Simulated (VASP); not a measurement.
**AlNi: single point with r2SCAN**

Crystal: AlNi.

```xyz
2
Lattice="1.9387 -1.9532 0.0000 1.9387 1.9532 0.0000 0.0000 0.0000 3.0994" Properties=species:S:1:pos:R:3 pbc="T T T"
Al    0.0000    0.0000    0.0000
Ni    1.9387    0.0000    1.5497
```

```
Program                : VASP 6.6.1
Task                   : single point
Functional             : r2SCAN
Potentials or basis    : VASP PAW PBE potentials, release 64 (Al, Ni)
Cutoff                 : 520 eV
k mesh                 : 16 × 16 × 14
Occupations            : methfessel-paxton, width 0.02 eV
Spin                   : no spin polarisation
Dipole correction      : no
Further INCAR settings : ALGO = Normal; EDIFF = 1e-07; NBANDS = 14
```

- Pressure: 0.3 GPa

Stress tensor (GPa, compression positive):
```
 3.66  0.00  0.00
 0.00  1.81  0.00
 0.00  0.00 -4.57
```

Levels at points of the mesh, in eV from the Fermi level:
| k point | band 4 | band 5 | band 6 | band 7 | band 8 | band 9 | band 10 | band 11 |
| --- | --- | --- | --- | --- | --- | --- | --- | --- |
| (0.00, 0.00, 0.00) | -1.75 | -1.73 | -1.48 | 3.12 | 7.38 | 7.51 | 7.55 | 8.95 |
| (0.50, 0.00, 0.00) | -2.88 | -2.22 | -1.61 | -0.38 | 8.17 | 8.27 | 9.93 | 12.25 |
| (0.50, 0.50, 0.00) | -2.57 | -2.57 | -2.51 | -0.87 | 2.31 | 3.51 | 11.64 | 14.27 |
| (0.00, 0.00, 0.50) | -2.20 | -2.17 | -1.44 | -1.32 | 8.76 | 11.80 | 11.84 | 12.25 |
| (0.50, 0.00, 0.50) | -3.12 | -2.15 | -2.00 | -1.30 | 1.39 | 2.37 | 14.67 | 16.30 |
| (0.50, 0.50, 0.50) | -1.26 | -0.86 | 1.84 | 2.11 | 2.24 | 4.21 | 4.30 | 4.68 |

It took 7.5 min on 1 thread of AMD EPYC 9R45 (Zen 5) (shared host), peak memory 0.26 GiB.

Caveat: the PAW data sets were made with another functional, which shifts forces and pressure a little. Spin polarisation is off, so any magnetic state and its effect on volume and gap are missing.
